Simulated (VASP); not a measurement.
# Ba2SrP2 (P3m1) in VASP: a series of runs

Ba2SrP2 is run at these levels: PBE; tasks: single point, relaxation of cell and atoms.

Everything below comes from runs of VASP 6.6.1. Logs are shortened: lines on timing, memory, paths and dates and some standing lists are left out, and cuts for length are marked.

**1. The cell of the first run**

The structure is trigonal, space group P3m1 (No. 156). The conventional cell has a = 5.100 Å, b = 5.100 Å, c = 7.990 Å, α = 90.00°, β = 90.00°, γ = 120.00°. Within 4.1 Å of Ba (site symmetry 3m) lie 4 P at 3.08 to 3.31 Å and 3 Sr at 3.82 Å and 3 Ba at 4.07 Å. Ba (site symmetry 3m) has 6 P at 3.49 to 3.51 Å and 3 Sr at 4.03 Å and 3 Ba at 4.07 Å within 4.6 Å. Within 4.1 Å of Sr (site symmetry 3m) lie 4 P at 3.07 to 3.34 Å and 6 Ba at 3.82 to 4.03 Å. Within 4.1 Å of P (site symmetry 3m) lie 6 Ba at 3.08 to 3.51 Å and 1 Sr at 3.34 Å. Within 4.0 Å of P (site symmetry 3m) lie 3 Sr at 3.07 Å and 4 Ba at 3.31 to 3.49 Å.

**2. Single point, PBE**

INCAR reads:

```
SYSTEM = Ba2SrP2
PREC     = Accurate       ! precision mode
ENCUT    = 520            ! plane-wave cutoff, eV
EDIFF    = 1E-7           ! SCF threshold, eV
ISMEAR   = 0              ! smearing method
SIGMA    = 0.2            ! smearing width, eV
LREAL    = .False.        ! projectors in reciprocal space
LASPH    = .True.         ! aspherical terms in the spheres
NELM     = 80             ! most SCF steps
ALGO     = Normal         ! electronic algorithm
ISIF     = 2              ! what is computed and relaxed
LWAVE    = .False.        ! write WAVECAR
LCHARG   = .False.        ! write CHGCAR
GGA      = PE             ! functional
NBANDS   = 28             ! bands
```

KPOINTS reads:

```
regular mesh
0
Gamma
  4 4 2
  0 0 0
```

POSCAR reads:

```
Ba2SrP2
1.0
    5.1000534958      0.0000000031      0.0000000000
   -2.5500267506      4.4167758865      0.0000000000
    0.0000000000      0.0000000000      7.9904291145
Ba Sr P
2 1 2
Direct
    0.6666666667      0.3333333333      0.3487317195
    0.0000000000      0.0000000000     -0.0023812626
    0.3333333333      0.6666666667      0.6540934148
    0.3333333333      0.6666666667      0.2365119664
    0.6666666667      0.3333333333      0.7630441619
```

Potentials or basis: VASP PAW PBE potentials, release 64 (Ba_sv, Sr_sv, P).

The run is started by

```bash
$ cat potpaw_PBE.64/Ba_sv/POTCAR potpaw_PBE.64/Sr_sv/POTCAR potpaw_PBE.64/P/POTCAR > POTCAR
$ mpirun -np 1 vasp_std > vasp.out
```

OUTCAR:

```text
SYSTEM = Ba2SrP2
   PREC = Accurate
   ENCUT = 520
   EDIFF = 1E-7
   ISMEAR = 0
   LREAL = .False.
   LASPH = .True.
   NELM = 80
   ISIF = 2
   GGA = PE

 ion  position               nearest neighbor table
   1  0.667  0.333  0.349-   4 3.08   4 3.08   4 3.08   5 3.31   3 3.82   3 3.82   3 3.82   2 4.07
                             2 4.07   2 4.07
   2  0.000  0.000  0.998-   5 3.49   5 3.49   5 3.49   4 3.51   4 3.51   4 3.51   3 4.03   3 4.03
                             3 4.03   1 4.07   1 4.07   1 4.07
   3  0.333  0.667  0.654-   5 3.07   5 3.07   5 3.07   4 3.34   1 3.82   1 3.82   1 3.82   2 4.03
                             2 4.03   2 4.03
   4  0.333  0.667  0.237-   1 3.08   1 3.08   1 3.08   3 3.34   2 3.51   2 3.51   2 3.51
   5  0.667  0.333  0.763-   3 3.07   3 3.07   3 3.07   1 3.31   2 3.49   2 3.49   2 3.49

  LATTYP: Found a hexagonal cell.
 ALAT       =     5.1000534958
 C/A-ratio  =     1.5667343727

  Lattice vectors:

 A1 = (   5.1000534958,   0.0000000031,   0.0000000000)
 A2 = (  -2.5500267506,   4.4167758865,   0.0000000000)
 A3 = (   0.0000000000,   0.0000000000,   7.9904291145)

Analysis of symmetry for initial positions (statically):
=====================================================================
 Subroutine PRICEL returns:
 Original cell was already a primitive cell.

 Routine SETGRP: Setting up the symmetry group for a
 hexagonal supercell.

 Subroutine GETGRP returns: Found  6 space group operations
 (whereof  6 operations were pure point group operations)
 out of a pool of 24 trial point group operations.

The static configuration has the point symmetry C_3v.

Analysis of symmetry for dynamics (positions and initial velocities):
=====================================================================
 Subroutine PRICEL returns:
 Original cell was already a primitive cell.

 Routine SETGRP: Setting up the symmetry group for a
 hexagonal supercell.

 Subroutine GETGRP returns: Found  6 space group operations
 (whereof  6 operations were pure point group operations)
 out of a pool of 24 trial point group operations.

The dynamic configuration has the point symmetry C_3v.

 Subroutine INISYM returns: Found  6 space group operations
 (whereof  6 operations are pure point group operations),
 and found     1 'primitive' translations

----------------------------------------------------------------------------------------

                                     Primitive cell

  volume of cell :     179.9908

  direct lattice vectors                    reciprocal lattice vectors
     5.100053496  0.000000003  0.000000000     0.196076375  0.113204748  0.000000000
    -2.550026751  4.416775886  0.000000000    -0.000000000  0.226409495  0.000000000
     0.000000000  0.000000000  7.990429115     0.000000000  0.000000000  0.125149724

  length of vectors
     5.100053496  5.100053496  7.990429115     0.226409495  0.226409495  0.125149724

  position of ions in fractional coordinates (direct lattice)
     0.666666667  0.333333333  0.348731720
     0.000000000  0.000000000  0.997618737
     0.333333333  0.666666667  0.654093415
     0.333333333  0.666666667  0.236511966
     0.666666667  0.333333333  0.763044162

  ion indices of the primitive-cell ions
   primitive index   ion index
                 1           1
                 2           2
                 3           3
                 4           4
                 5           5

----------------------------------------------------------------------------------------

 KPOINTS: regular mesh

Automatic generation of k-mesh.
 Grid dimensions read from file:
 generate k-points for:    4    4    2

 Generating k-lattice:

  Cartesian coordinates                     Fractional coordinates (reciprocal lattice)
     0.049019094  0.028301187  0.000000000     0.250000000 -0.000000000  0.000000000
    -0.000000000  0.056602374  0.000000000     0.000000000  0.250000000  0.000000000
     0.000000000  0.000000000  0.062574862     0.000000000  0.000000000  0.500000000

  Length of vectors
     0.056602374  0.056602374  0.062574862

  Shift w.r.t. Gamma in fractional coordinates (k-lattice)
     0.000000000  0.000000000  0.000000000

 Subroutine IBZKPT returns following result:
 ===========================================

 Found      8 irreducible k-points:

 Following reciprocal coordinates:
            Coordinates               Weight
  0.000000  0.000000  0.000000      1.000000
  0.250000  0.000000  0.000000      6.000000
  0.500000  0.000000  0.000000      3.000000
  0.250000  0.250000  0.000000      6.000000
  0.000000  0.000000  0.500000      1.000000
  0.250000  0.000000  0.500000      6.000000
  0.500000  0.000000  0.500000      3.000000
  0.250000  0.250000  0.500000      6.000000
   k-points           NKPTS =      8   k-points in BZ     NKDIM =      8   number of bands    NBANDS=     28
   number of dos      NEDOS =    301   number of ions     NIONS =      5
   total plane-waves  NPLWV =  96000
   dimension x,y,z NGX =    40 NGY =   40 NGZ =   60
   dimension x,y,z NGXF=    80 NGYF=   80 NGZF=  120
   ions per type =               2   1   2
   NGX,Y,Z   is equivalent  to a cutoff of  13.04, 13.04, 12.48 a.u.
   NGXF,Y,Z  is equivalent  to a cutoff of  26.08, 26.08, 24.97 a.u.
 SYSTEM =  Ba2SrP2
   PREC   = accura    normal or accurate (medium, high low for compatibility)
   ISTART =      0    job   : 0-new  1-cont  2-samecut
   ICHARG =      2    charge: 1-file 2-atom 10-const
   ISPIN  =      1    spin polarized calculation?
   LNONCOLLINEAR =      F non collinear calculations
   LSORBIT =      F    spin-orbit coupling
   LASPH  =      T    aspherical Exc in radial PAW
   ENCUT  =  520.0 eV  38.22 Ry    6.18 a.u.   9.48  9.48 14.86*2*pi/ulx,y,z
   NELM   =     80;   NELMIN=  2; NELMDL= -5     # of ELM steps
   EDIFF  = 0.1E-06   stopping-criterion for ELM
   LREAL  =      F    real-space projection
   EDIFFG = 0.1E-05   stopping-criterion for IOM
   NSW    =      0    number of steps for IOM
   IBRION =     -1    ionic relax: 0-MD 1-quasi-New 2-CG
   NFREE  =      0    steps in history (QN), initial steepest desc. (CG)
   ISIF   =      2    stress and relaxation
   ISYM   =      2    0-nonsym 1-usesym 2-fastsym
   POTIM  = 0.5000    time-step for ionic-motion
   TEBEG  =    0.0;   TEEND  =   0.0 temperature during run
   PSTRESS=    0.0 pullay stress
   NELECT =      40.0000    total number of electrons
   NUPDOWN=      -1.0000    fix difference up-down
   EMIN   =  10.00;   EMAX   =-10.00  energy-range for DOS
   EFERMI =   0.00;   METHOD = LEGACY
   ISMEAR =     0;   SIGMA  =   0.20  broadening in eV -4-tet -1-fermi 0-gaus
   EFERMI_NEDOS =   21; number of points for ismear=-14 and -15
   IALGO  =     38    algorithm
   IMIX   =      4    mixing-type and parameters
     AMIX     =   0.40;   BMIX     =  1.00
     AMIX_MAG =   1.60;   BMIX_MAG =  1.00
  volume/ion in A,a.u.               =      36.00       242.93
  Fermi-wavevector in a.u.,A,eV,Ry     =   0.991619  1.873888 13.378716  0.983308
  Thomas-Fermi vector in A             =   2.123373
   LORBIT       =      0    0 simple, 1 ext, 2 COOP (PROOUT), +10 PAW based schemes
   GGA     = PE    functional components
   LHFCALC =     F    Hartree Fock is set to
   AEXX    =    0.0000 exact exchange contribution
   IVDW    =     0    specifies the selected vdW correction
   LEPSILON=     F    determine dielectric tensor
   LRPA    =     F    only Hartree local field effects (RPA)
 non-spin polarized calculation
 Gauss-broadening in eV      SIGMA  =   0.20
  energy-cutoff  :      520.00
  volume of cell :      179.99
 maximum number of plane-waves:      4890
 NGX is ok and might be reduce to    40
   NGX = 19   NGY = 19   NGZ = 29

 number of electron      40.0000001 magnetization

 Free energy of the ion-electron system (eV)
  ---------------------------------------------------
  ext. energy  EPLUGINS =         0.00000000
  ---------------------------------------------------
  free energy    TOTEN  =       -21.15573204 eV

  energy without entropy =      -21.15573162  energy(sigma->0) =      -21.15573183

 E-fermi :   2.6175     XC(G=0):  -8.3508

 val. band max:        1.9542866275   @ k =   0.5000   0.0000   0.0000
 cond. band min:       3.2764227237   @ k =   0.5000   0.0000   0.0000
 fundamental gap:      1.3221360962
 Fermi energy:         2.6175405051

 k-point     1 :       0.0000    0.0000    0.0000
  band No.  band energies     occupation
      1     -33.0337      2.00000
      2     -25.4242      2.00000
      3     -24.9288      2.00000
      4     -15.1369      2.00000
      5     -15.0476      2.00000
      6     -15.0476      2.00000
[... 20 lines left out ...]
     27       6.2498      0.00000
     28       6.8235      0.00000

 k-point     2 :       0.2500    0.0000    0.0000
  band No.  band energies     occupation
      1     -33.0332      2.00000
      2     -25.4207      2.00000
      3     -24.9262      2.00000
      4     -15.1364      2.00000
      5     -15.0715      2.00000
      6     -15.0527      2.00000
[... 20 lines left out ...]
     27       6.1567      0.00000
     28       6.4907      0.00000

 k-point     3 :       0.5000    0.0000    0.0000
  band No.  band energies     occupation
      1     -33.0326      2.00000
      2     -25.4172      2.00000
      3     -24.9236      2.00000
      4     -15.1353      2.00000
      5     -15.0953      2.00000
      6     -15.0578      2.00000
[... 20 lines left out ...]
     27       6.1960      0.00000
     28       6.3721      0.00000

 k-point     4 :       0.2500    0.2500    0.0000
  band No.  band energies     occupation
      1     -33.0326      2.00000
      2     -25.4172      2.00000
      3     -24.9236      2.00000
      4     -15.1352      2.00000
      5     -15.0882      2.00000
      6     -15.0651      2.00000
[... 20 lines left out ...]
     27       6.1977      0.00000
     28       6.2937      0.00000

 k-point     5 :       0.0000    0.0000    0.5000
  band No.  band energies     occupation
      1     -33.0337      2.00000
      2     -25.4242      2.00000
      3     -24.9288      2.00000
      4     -15.1370      2.00000
      5     -15.0476      2.00000
      6     -15.0476      2.00000
[... 20 lines left out ...]
     27       5.8407      0.00000
     28       5.8486      0.00000

 k-point     6 :       0.2500    0.0000    0.5000
  band No.  band energies     occupation
      1     -33.0332      2.00000
      2     -25.4207      2.00000
      3     -24.9262      2.00000
      4     -15.1364      2.00000
      5     -15.0714      2.00000
      6     -15.0527      2.00000
[... 20 lines left out ...]
     27       6.3837      0.00000
     28       6.6257      0.00000

 k-point     7 :       0.5000    0.0000    0.5000
  band No.  band energies     occupation
      1     -33.0326      2.00000
      2     -25.4172      2.00000
      3     -24.9236      2.00000
      4     -15.1356      2.00000
      5     -15.0955      2.00000
      6     -15.0578      2.00000
[... 20 lines left out ...]
     27       6.2108      0.00000
     28       6.8469      0.00000

 k-point     8 :       0.2500    0.2500    0.5000
  band No.  band energies     occupation
      1     -33.0326      2.00000
      2     -25.4172      2.00000
      3     -24.9236      2.00000
      4     -15.1356      2.00000
      5     -15.0883      2.00000
      6     -15.0652      2.00000
[... 20 lines left out ...]
     27       6.4915      0.00000
     28       6.7168      0.00000

------------------------ aborting loop because EDIFF is reached ----------------------------------------

  FORCE on cell =-STRESS in cart. coord.  units (eV):
  Direction    XX          YY          ZZ          XY          YZ          ZX
  --------------------------------------------------------------------------------------
  -------------------------------------------------------------------------------------
  Total        0.5772049      0.5772049      0.6058230     -0.0000000      0.0000000      0.0000000
  in kB        5.1379563      5.1379563      5.3926982     -0.0000000      0.0000000      0.0000000
  external PRESSURE =       5.2228703 kB  Pullay stress =       0.0000000 kB

 VOLUME and BASIS-vectors are now :
 -----------------------------------------------------------------------------
  energy-cutoff  :      520.00
  volume of cell :      179.99
      direct lattice vectors                 reciprocal lattice vectors
     5.100053496  0.000000003  0.000000000     0.196076375  0.113204748  0.000000000
    -2.550026751  4.416775886  0.000000000    -0.000000000  0.226409495  0.000000000
     0.000000000  0.000000000  7.990429115     0.000000000  0.000000000  0.125149724

 POSITION                                       TOTAL-FORCE (eV/Angst)
 -----------------------------------------------------------------------------------
      2.55003      1.47226      2.78652         0.000000     -0.000000      0.058247
      0.00000      0.00000      7.97140        -0.000000     -0.000000     -0.007150
     -0.00000      2.94452      5.22649         0.000000     -0.000000      0.014060
     -0.00000      2.94452      1.88983         0.000000      0.000000     -0.067441
      2.55003      1.47226      6.09705        -0.000000      0.000000      0.002285
 -----------------------------------------------------------------------------------
    total drift:                                0.000000     -0.000000     -0.000213

  FREE ENERGIE OF THE ION-ELECTRON SYSTEM (eV)
  ---------------------------------------------------
  free  energy   TOTEN  =       -21.1557320444 eV

  energy  without entropy=      -21.1557316226  energy(sigma->0) =      -21.15573183
```

Wall time 39 s (1 thread of Intel Xeon 6975P-C (Granite Rapids), shared host); peak memory 0.31 GiB.

What came out:

| Property | Result |
| --- | --- |
| Free energy | -21.1557 eV |
| Pressure | 0.5 GPa |
| Largest force | 0.067 eV/Å |
| Band gap on the k mesh | 1.32 eV |

Forces in eV/Å, atoms in the order of the input:
```
Ba   0.000  0.000  0.058
Ba   0.000  0.000 -0.007
Sr   0.000  0.000  0.014
P    0.000  0.000 -0.067
P    0.000  0.000  0.002
```

Levels at points of the mesh, in eV from the valence-band top:
| k point | band 16 | band 17 | band 18 | band 19 | band 20 | band 21 | band 22 | band 23 | band 24 | band 25 |
| --- | --- | --- | --- | --- | --- | --- | --- | --- | --- | --- |
| (0.00, 0.00, 0.00) | -0.89 | -0.89 | -0.67 | -0.67 | -0.28 | 1.56 | 1.87 | 1.87 | 2.90 | 3.91 |
| (0.50, 0.00, 0.00) | -0.99 | -0.63 | -0.55 | -0.22 | 0.00 | 1.32 | 2.39 | 2.86 | 3.22 | 3.41 |
| (0.00, 0.00, 0.50) | -1.13 | -1.13 | -0.63 | -0.36 | -0.36 | 2.51 | 2.51 | 2.63 | 2.94 | 2.97 |
| (0.50, 0.00, 0.50) | -0.91 | -0.58 | -0.49 | -0.27 | -0.17 | 1.82 | 2.20 | 2.60 | 3.32 | 3.78 |

Caveat: spin-orbit coupling is left out, which moves the levels of the heavy elements.

(Part 1 of 2 ends here.)
